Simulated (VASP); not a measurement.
# GaN (P6_3mc) in VASP: notebook

Runs on GaN. Level: LDA. Tasks: single point, relaxation of cell and atoms.

Program: VASP 6.6.1. These are calculated values, not measurements. Logs are shortened: lines on timing, memory, paths and dates and some standing lists are left out, and cuts for length are marked.

**1. The cell of the first run**

Symmetry: P6_3mc, No. 186, hexagonal system. Conventional cell: a = 3.152 Å, b = 3.152 Å, c = 5.138 Å, α = 90.00°, β = 90.00°, γ = 120.00°. Within 2.6 Å of Ga (site symmetry 3m) lie 4 N at 1.93 Å. Within 2.6 Å of N (site symmetry 3m) lie 4 Ga at 1.93 Å.

**2. Single point, LDA**

INCAR reads:

```
SYSTEM = GaN
  PREC = Accurate
  ENCUT = 520
  EDIFF = 1E-6
  ISMEAR = 0
  SIGMA = 0.02
  LREAL = .FALSE.
  LASPH = .TRUE.
  NELM = 100
  ALGO = Normal
  ISIF = 2
  LWAVE = .FALSE.
  LCHARG = .FALSE.
  GGA = CA
  NBANDS = 26
```

KPOINTS reads:

```
Automatic mesh
0
G
  8 8 5
  0 0 0
```

POSCAR reads:

```
GaN
1.0
    3.1517974475      0.0000000000      0.0000000000
   -1.5758987237      2.7295366571      0.0000000000
    0.0000000000      0.0000000000      5.1383124126
Ga N
2 2
Direct
    0.3333333333      0.6666666667      0.0002946797
    0.6666666667      0.3333333333      0.5002946797
    0.3333333333      0.6666666667      0.3767053203
    0.6666666667      0.3333333333      0.8767053203
```

Potentials or basis: VASP PAW LDA potentials, release 64 (Ga_d, N).

Run with:

```console
$ cat potpaw_LDA.64/Ga_d/POTCAR potpaw_LDA.64/N/POTCAR > POTCAR
$ mpirun -np 1 vasp_std > vasp.out
```

OUTCAR:

```text
SYSTEM = GaN
   PREC = Accurate
   ENCUT = 520
   EDIFF = 1E-6
   ISMEAR = 0
   LREAL = .FALSE.
   LASPH = .TRUE.
   NELM = 100
   ISIF = 2
   GGA = CA

 ion  position               nearest neighbor table
   1  0.333  0.667  0.000-   4 1.93   4 1.93   4 1.93   3 1.93
   2  0.667  0.333  0.500-   3 1.93   3 1.93   3 1.93   4 1.93
   3  0.333  0.667  0.377-   2 1.93   2 1.93   2 1.93   1 1.93
   4  0.667  0.333  0.877-   1 1.93   1 1.93   1 1.93   2 1.93

  LATTYP: Found a hexagonal cell.
 ALAT       =     3.1517974475
 C/A-ratio  =     1.6302800222

  Lattice vectors:

 A1 = (   3.1517974475,   0.0000000000,   0.0000000000)
 A2 = (  -1.5758987237,   2.7295366571,   0.0000000000)
 A3 = (   0.0000000000,   0.0000000000,   5.1383124126)

Analysis of symmetry for initial positions (statically):
=====================================================================
 Subroutine PRICEL returns:
 Original cell was already a primitive cell.

 Routine SETGRP: Setting up the symmetry group for a
 hexagonal supercell.

 Subroutine GETGRP returns: Found 12 space group operations
 (whereof  6 operations were pure point group operations)
 out of a pool of 24 trial point group operations.

The static configuration has the point symmetry C_3v.
 The point group associated with its full space group is C_6v.

Analysis of symmetry for dynamics (positions and initial velocities):
=====================================================================
 Subroutine PRICEL returns:
 Original cell was already a primitive cell.

 Routine SETGRP: Setting up the symmetry group for a
 hexagonal supercell.

 Subroutine GETGRP returns: Found 12 space group operations
 (whereof  6 operations were pure point group operations)
 out of a pool of 24 trial point group operations.

The dynamic configuration has the point symmetry C_3v.
 The point group associated with its full space group is C_6v.

 Subroutine INISYM returns: Found 12 space group operations
 (whereof  6 operations are pure point group operations),
 and found     1 'primitive' translations

----------------------------------------------------------------------------------------

                                     Primitive cell

  volume of cell :      44.2046

  direct lattice vectors                    reciprocal lattice vectors
     3.151797447  0.000000000  0.000000000     0.317279272  0.183181273  0.000000000
    -1.575898724  2.729536657  0.000000000     0.000000000  0.366362546  0.000000000
     0.000000000  0.000000000  5.138312413     0.000000000  0.000000000  0.194616427

  length of vectors
     3.151797447  3.151797447  5.138312413     0.366362546  0.366362546  0.194616427

  position of ions in fractional coordinates (direct lattice)
     0.333333333  0.666666667  0.000294680
     0.666666667  0.333333333  0.500294680
     0.333333333  0.666666667  0.376705320
     0.666666667  0.333333333  0.876705320

  ion indices of the primitive-cell ions
   primitive index   ion index
                 1           1
                 2           2
                 3           3
                 4           4

----------------------------------------------------------------------------------------

 KPOINTS: Automatic mesh

Automatic generation of k-mesh.
 Grid dimensions read from file:
 generate k-points for:    8    8    5

 Generating k-lattice:

  Cartesian coordinates                     Fractional coordinates (reciprocal lattice)
     0.039659909  0.022897659  0.000000000     0.125000000  0.000000000  0.000000000
     0.000000000  0.045795318  0.000000000     0.000000000  0.125000000  0.000000000
     0.000000000  0.000000000  0.038923285     0.000000000  0.000000000  0.200000000

  Length of vectors
     0.045795318  0.045795318  0.038923285

  Shift w.r.t. Gamma in fractional coordinates (k-lattice)
     0.000000000  0.000000000  0.000000000

 Subroutine IBZKPT returns following result:
 ===========================================

 Found     30 irreducible k-points:

 Following reciprocal coordinates:
            Coordinates               Weight
  0.000000  0.000000  0.000000      1.000000
  0.125000 -0.000000  0.000000      6.000000
  0.250000 -0.000000  0.000000      6.000000
  0.375000 -0.000000  0.000000      6.000000
  0.500000 -0.000000  0.000000      3.000000
  0.125000  0.125000  0.000000      6.000000
[... 16 lines left out ...]
  0.250000 -0.000000  0.400000     12.000000
  0.375000 -0.000000  0.400000     12.000000
 [... further k-points ...]
   k-points           NKPTS =     30   k-points in BZ     NKDIM =     30   number of bands    NBANDS=     26
   number of dos      NEDOS =    301   number of ions     NIONS =      4
   total plane-waves  NPLWV =  23040
   dimension x,y,z NGX =    24 NGY =   24 NGZ =   40
   dimension x,y,z NGXF=    48 NGYF=   48 NGZF=   80
   ions per type =               2   2
   NGX,Y,Z   is equivalent  to a cutoff of  12.66, 12.66, 12.94 a.u.
   NGXF,Y,Z  is equivalent  to a cutoff of  25.32, 25.32, 25.88 a.u.
 SYSTEM =  GaN
   PREC   = accura    normal or accurate (medium, high low for compatibility)
   ISTART =      0    job   : 0-new  1-cont  2-samecut
   ICHARG =      2    charge: 1-file 2-atom 10-const
   ISPIN  =      1    spin polarized calculation?
   LNONCOLLINEAR =      F non collinear calculations
   LSORBIT =      F    spin-orbit coupling
   LASPH  =      T    aspherical Exc in radial PAW
   ENCUT  =  520.0 eV  38.22 Ry    6.18 a.u.   5.86  5.86  9.55*2*pi/ulx,y,z
   NELM   =    100;   NELMIN=  2; NELMDL= -5     # of ELM steps
   EDIFF  = 0.1E-05   stopping-criterion for ELM
   LREAL  =      F    real-space projection
   EDIFFG = 0.1E-04   stopping-criterion for IOM
   NSW    =      0    number of steps for IOM
   IBRION =     -1    ionic relax: 0-MD 1-quasi-New 2-CG
   NFREE  =      0    steps in history (QN), initial steepest desc. (CG)
   ISIF   =      2    stress and relaxation
   ISYM   =      2    0-nonsym 1-usesym 2-fastsym
   POTIM  = 0.5000    time-step for ionic-motion
   TEBEG  =    0.0;   TEEND  =   0.0 temperature during run
   PSTRESS=    0.0 pullay stress
   NELECT =      36.0000    total number of electrons
   NUPDOWN=      -1.0000    fix difference up-down
   EMIN   =  10.00;   EMAX   =-10.00  energy-range for DOS
   EFERMI =   0.00;   METHOD = LEGACY
   ISMEAR =     0;   SIGMA  =   0.02  broadening in eV -4-tet -1-fermi 0-gaus
   EFERMI_NEDOS =   21; number of points for ismear=-14 and -15
   IALGO  =     38    algorithm
   IMIX   =      4    mixing-type and parameters
     AMIX     =   0.40;   BMIX     =  1.00
     AMIX_MAG =   1.60;   BMIX_MAG =  1.00
  volume/ion in A,a.u.               =      11.05        74.58
  Fermi-wavevector in a.u.,A,eV,Ry     =   1.528808  2.889029 31.800290  2.337255
  Thomas-Fermi vector in A             =   2.636516
   LORBIT       =      0    0 simple, 1 ext, 2 COOP (PROOUT), +10 PAW based schemes
   GGA     = CA    functional components
   LHFCALC =     F    Hartree Fock is set to
   AEXX    =    0.0000 exact exchange contribution
   IVDW    =     0    specifies the selected vdW correction
   LEPSILON=     F    determine dielectric tensor
   LRPA    =     F    only Hartree local field effects (RPA)
 non-spin polarized calculation
 Gauss-broadening in eV      SIGMA  =   0.02
  energy-cutoff  :      520.00
  volume of cell :       44.20
 maximum number of plane-waves:      1204
 NGX is ok and might be reduce to    24
   NGX = 11   NGY = 11   NGZ = 19

 number of electron      36.0000032 magnetization

 Free energy of the ion-electron system (eV)
  ---------------------------------------------------
  ext. energy  EPLUGINS =         0.00000000
  ---------------------------------------------------
  free energy    TOTEN  =       -27.90940512 eV

  energy without entropy =      -27.90940512  energy(sigma->0) =      -27.90940512

 E-fermi :   5.5558     XC(G=0): -12.2987

 val. band max:        5.4415077041   @ k =   0.0000   0.0000   0.0000
 cond. band min:       7.5868711370   @ k =   0.0000   0.0000   0.0000
 fundamental gap:      2.1453634329
 Fermi energy:         5.5558013916

 k-point     1 :       0.0000    0.0000    0.0000
  band No.  band energies     occupation
      1     -10.7016      2.00000
      2      -9.7202      2.00000
      3      -8.1461      2.00000
      4      -8.1288      2.00000
      5      -8.1288      2.00000
      6      -8.0617      2.00000
[... 18 lines left out ...]
     25      17.2198      0.00000
     26      17.2198      0.00000

 k-point     2 :       0.1250   -0.0000    0.0000
  band No.  band energies     occupation
      1     -10.5392      2.00000
      2      -9.6803      2.00000
      3      -8.1280      2.00000
      4      -8.1052      2.00000
      5      -8.0811      2.00000
      6      -8.0411      2.00000
[... 18 lines left out ...]
     25      16.7510      0.00000
     26      17.5513      0.00000

 k-point     3 :       0.2500   -0.0000    0.0000
  band No.  band energies     occupation
      1     -10.1576      2.00000
      2      -9.6054      2.00000
      3      -8.0857      2.00000
      4      -8.0637      2.00000
      5      -7.9972      2.00000
      6      -7.9489      2.00000
[... 18 lines left out ...]
     25      16.8986      0.00000
     26      18.2439      0.00000

 k-point     4 :       0.3750   -0.0000    0.0000
  band No.  band energies     occupation
      1      -9.8338      2.00000
      2      -9.5588      2.00000
      3      -8.0733      2.00000
      4      -8.0483      2.00000
      5      -7.9562      2.00000
      6      -7.8935      2.00000
[... 18 lines left out ...]
     25      17.3538      0.00000
     26      18.7974      0.00000
[... 496 lines left out ...]
      1     -10.1415      2.00000
      2      -9.8629      2.00000
      3      -8.1007      2.00000
      4      -8.0875      2.00000
      5      -8.0785      2.00000
      6      -8.0636      2.00000
[... 18 lines left out ...]
     25      16.0561      0.00000
     26      16.5780      0.00000

 k-point    23 :       0.2500   -0.0000    0.4000
  band No.  band energies     occupation
      1      -9.8741      2.00000
      2      -9.7012      2.00000
      3      -8.0748      2.00000
      4      -8.0463      2.00000
      5      -8.0265      2.00000
      6      -7.9909      2.00000
[... 18 lines left out ...]
     25      16.8111      0.00000
     26      17.4280      0.00000

 k-point    24 :       0.3750   -0.0000    0.4000
  band No.  band energies     occupation
      1      -9.6751      2.00000
      2      -9.5910      2.00000
      3      -8.0846      2.00000
      4      -8.0477      2.00000
      5      -7.9839      2.00000
      6      -7.9280      2.00000
[... 18 lines left out ...]
     25      17.1352      0.00000
     26      18.1028      0.00000

 [... further k-points ...]
[... 5 lines left out ...]
  --------------------------------------------------------------------------------------
  -------------------------------------------------------------------------------------
  Total        0.3018730      0.3018730      0.2980053      0.0000000      0.0000000      0.0000000
  in kB       10.9412557     10.9412557     10.8010710      0.0000000      0.0000000      0.0000000
  external PRESSURE =      10.8945275 kB  Pullay stress =       0.0000000 kB

 VOLUME and BASIS-vectors are now :
 -----------------------------------------------------------------------------
  energy-cutoff  :      520.00
  volume of cell :       44.20
      direct lattice vectors                 reciprocal lattice vectors
     3.151797447  0.000000000  0.000000000     0.317279272  0.183181273  0.000000000
    -1.575898724  2.729536657  0.000000000     0.000000000  0.366362546  0.000000000
     0.000000000  0.000000000  5.138312413     0.000000000  0.000000000  0.194616427

 POSITION                                       TOTAL-FORCE (eV/Angst)
 -----------------------------------------------------------------------------------
     -0.00000      1.81969      0.00151        -0.000000      0.000000      0.001414
      1.57590      0.90985      2.57067        -0.000000     -0.000000      0.001414
     -0.00000      1.81969      1.93563         0.000000      0.000000     -0.001414
      1.57590      0.90985      4.50479        -0.000000      0.000000     -0.001414
 -----------------------------------------------------------------------------------
    total drift:                               -0.000001     -0.000001      0.000435

  FREE ENERGIE OF THE ION-ELECTRON SYSTEM (eV)
  ---------------------------------------------------
  free  energy   TOTEN  =       -27.9094051199 eV

  energy  without entropy=      -27.9094051199  energy(sigma->0) =      -27.90940512
```

It took 37 s on 1 thread of AMD EPYC 7R13 (Zen 3), shared host; peak memory 0.13 GiB.

Results:

| Item | Value |
| --- | --- |
| Free energy | -27.9094 eV |
| Pressure | 1.1 GPa |
| Band gap on the k mesh | 2.15 eV, direct |

**3. Relaxation of cell and atoms, LDA**

This run uses another cell than the first one, of 11.43 Å³/atom, 1.035 times its volume.

INCAR reads:

```
SYSTEM = GaN
  PREC = Accurate
  ENCUT = 600
  EDIFF = 1E-6
  ISMEAR = 0
  SIGMA = 0.02
  LREAL = .FALSE.
  LASPH = .TRUE.
  NELM = 100
  ALGO = Normal
  ISIF = 3
  LWAVE = .FALSE.
  LCHARG = .FALSE.
  GGA = CA
  IBRION = 2
  NSW = 80
  EDIFFG = -0.004
```

KPOINTS is that of step 2.

POSCAR reads:

```
GaN
1.0
    3.1900000000      0.0000000000      0.0000000000
   -1.5950000000      2.7626210381      0.0000000000
    0.0000000000      0.0000000000      5.1900000000
Ga N
2 2
Direct
    0.3333333333      0.6666666667      0.0000000000
    0.6666666667      0.3333333333      0.5000000000
    0.3333333333      0.6666666667      0.3770000000
    0.6666666667      0.3333333333      0.8770000000
```

Potentials or basis: VASP PAW LDA potentials, release 64 (Ga_d, N).

Run with:

```console
$ cat potpaw_LDA.64/Ga_d/POTCAR potpaw_LDA.64/N/POTCAR > POTCAR
$ mpirun -np 1 vasp_std > vasp.out
```

It took 3.3 min on 1 thread of AMD EPYC 7R13 (Zen 3), shared host; peak memory 0.15 GiB.

Results (log left out):

```yaml
Free_energy: -27.9126 eV
Relaxed_volume: 11.10 Å³/atom
Relaxed_cell: a = 3.157 Å, b = 3.157 Å, c = 5.146 Å, α = 90.00°, β = 90.00°, γ = 120.00°
Space_group_after_relaxing_to_0.05_Å: P6_3mc (No. 186)
Energy_gained_by_relaxing: 5.9 meV/atom
Ionic_steps: 13
Pressure_after_relaxing: 0.0 GPa
Band_gap_on_the_k_mesh: 2.11 eV, direct
```

The path:
```tsv
step	energy change (eV)	largest force (eV/Å)	pressure (GPa)	volume (Å³)
1	0.0000	0.0105	-5.54	45.74
2	-0.0001	0.0296	6.08	43.17
3	-0.0234	0.0187	0.07	44.43
4	-0.0234	0.0186	-0.53	44.46
5	-0.0234	0.0043	-0.08	44.44
6	-0.0234	0.0012	-0.02	44.43
7	-0.0234	0.0119	0.10	44.41
8	-0.0234	0.0043	-0.06	44.42
9	-0.0234	0.0085	0.00	44.42
10	-0.0234	0.0047	0.01	44.42
11	-0.0234	0.0042	-0.04	44.42
12	-0.0235	0.0066	0.07	44.41
13	-0.0235	0.0004	-0.01	44.41
```

Final structure:
```yaml
crystal:
  lattice:
    - [3.15701, 0.00000, 0.00000]
    - [-1.57850, 2.73405, 0.00000]
    - [0.00000, 0.00000, 5.14554]
  atoms:
    - { symbol: Ga, position: [0.33333, 0.66667, 0.00027] }
    - { symbol: Ga, position: [0.66667, 0.33333, 0.50027] }
    - { symbol: N, position: [0.33333, 0.66667, 0.37673] }
    - { symbol: N, position: [0.66667, 0.33333, 0.87673] }
```

Levels at points of the mesh, in eV from the valence-band top:
| k point | band 16 | band 17 | band 18 | band 19 | band 20 | band 21 |
| --- | --- | --- | --- | --- | --- | --- |
| (0.00, 0.00, 0.00) | -0.05 | 0.00 | 0.00 | 2.11 | 4.35 | 9.19 |
| (0.50, 0.00, 0.00) | -2.87 | -2.33 | -1.04 | 4.99 | 5.64 | 5.98 |

Expect the measured gap to be larger: semilocal functionals such as LDA lack the derivative discontinuity.

**4. Single point, LDA**

INCAR reads:

```
SYSTEM = GaN
  PREC = Accurate
  ENCUT = 910
  EDIFF = 1E-6
  ISMEAR = 0
  SIGMA = 0.02
  LREAL = .FALSE.
  LASPH = .TRUE.
  NELM = 120
  ALGO = Normal
  ISIF = 2
  LWAVE = .FALSE.
  LCHARG = .FALSE.
  GGA = CA
  NBANDS = 26
  GGA_COMPAT = .FALSE.
```

KPOINTS is that of step 3.

POSCAR reads:

```
GaN
1.0
    3.1517974475      0.0000000000      0.0000000000
   -1.5758987237      2.7295366571      0.0000000000
    0.0000000000      0.0000000000      5.1383124126
Ga N
2 2
Direct
    0.3333333333      0.6666666667      0.0002946797
    0.6666666667      0.3333333333      0.5002946797
    0.3333333333      0.6666666667      0.3767053203
    0.6666666667      0.3333333333      0.8767053203
```

Potentials or basis: VASP PAW LDA potentials, release 64 (Ga_d, N_h).

Run with:

```console
$ cat potpaw_LDA.64/Ga_d/POTCAR potpaw_LDA.64/N_h/POTCAR > POTCAR
$ mpirun -np 1 vasp_std > vasp.out
```

Run time: 32 s. Hardware: 1 thread of Intel Xeon 6975P-C (Granite Rapids), shared host; peak memory 0.22 GiB.

It converged, with:

```
Free energy            : -27.9144 eV
Pressure               : 1.1 GPa
Band gap on the k mesh : 2.15 eV, direct
```

Levels at points of the mesh, in eV from the valence-band top:
| k point | band 15 | band 16 | band 17 | band 18 | band 19 | band 20 | band 21 | band 22 |
| --- | --- | --- | --- | --- | --- | --- | --- | --- |
| (0.00, 0.00, 0.00) | -1.08 | -0.05 | 0.00 | 0.00 | 2.15 | 4.39 | 9.22 | 9.90 |
| (0.50, 0.00, 0.00) | -4.41 | -2.88 | -2.34 | -1.05 | 5.00 | 5.67 | 6.00 | 8.72 |

Caveat: the cutoff is under 1.25 times the usual one of these potentials, so pressure, stress and relaxed cells hold a basis-set (Pulay) error.

**5. Summary**

```csv
task,potentials or basis,cell,cutoff (eV),second run,gap on the mesh (eV),pressure (GPa)
single point,"VASP PAW LDA potentials, release 64 (Ga_d, N)","a = 3.152, b = 3.152, c = 5.138 Å, angles 90.0, 90.0, 120.0°, 4 atoms",520,-,2.15,1.1
relaxation of cell and atoms,"VASP PAW LDA potentials, release 64 (Ga_d, N)","relaxed from a = 3.190, b = 3.190, c = 5.190 Å, angles 90.0, 90.0, 120.0°, 4 atoms",600,-,2.11,0.0
single point,"VASP PAW LDA potentials, release 64 (Ga_d, N_h)","a = 3.152, b = 3.152, c = 5.138 Å, angles 90.0, 90.0, 120.0°, 4 atoms",910,hard_potentials,2.15,1.1
```

Alike in all rows: level LDA; no spin polarisation; k mesh 8 × 8 × 5; smearing gaussian 0.02 eV.

Caveats: the cutoff is under 1.25 times the usual one of these potentials, so pressure, stress and relaxed cells hold a basis-set (Pulay) error (some runs).

Absolute energies hang on the potentials; compare differences alone.
